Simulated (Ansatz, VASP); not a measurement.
**Two plane-wave programs on PbO**

```xyz
4
Lattice="4.0340 0.0000 0.0000 0.0000 3.9148 0.0000 0.0000 0.0000 5.0220" Properties=species:S:1:pos:R:3 pbc="T T T"
Pb    0.0000    1.9574    1.1807
Pb    2.0170    0.0000    3.8413
O     0.0000    0.0000    0.0000
O     2.0170    1.9574    0.0000
```

Change from the starting cell: strain +0.0150 x Voigt [1, -1, 0, 0, 0, 0], atoms carried along.

Alike in both runs: task single point; functional PBEsol; k mesh 8 × 8 × 6; occupations gaussian, width 0.05 eV; no spin polarisation.

|  | VASP | Ansatz |
| --- | --- | --- |
| version | VASP 6.6.1 | Ansatz 0.2.0 |
| potentials or method | VASP PAW PBE potentials, release 64 (Pb_d, O), cutoff 520 eV | scalar-relativistic, plane waves, PAW |
| valence electrons in the cell | 40 | 40 |

Ansatz gave:

* gap on the k mesh at the Fermi level (eV): 1.16
* least direct gap on the mesh (eV): 2.26
* pressure (GPa): 1.0
* traceless stress, the component that is largest in VASP (GPa): 1.12
* rms of the force components (eV/Å): 0.111

What did VASP give for the same quantities?

gap on the k mesh at the Fermi level (eV): 1.17; least direct gap on the mesh (eV): 2.24; pressure (GPa): 1.1; traceless stress, the component that is largest in VASP (GPa): 1.15; rms of the force components (eV/Å): 0.123.

VASP's potentials were made for PBE, not for PBEsol. Atom by atom the forces differ by 0.019 eV/Å (rms over components).

Spin-orbit coupling is off throughout.
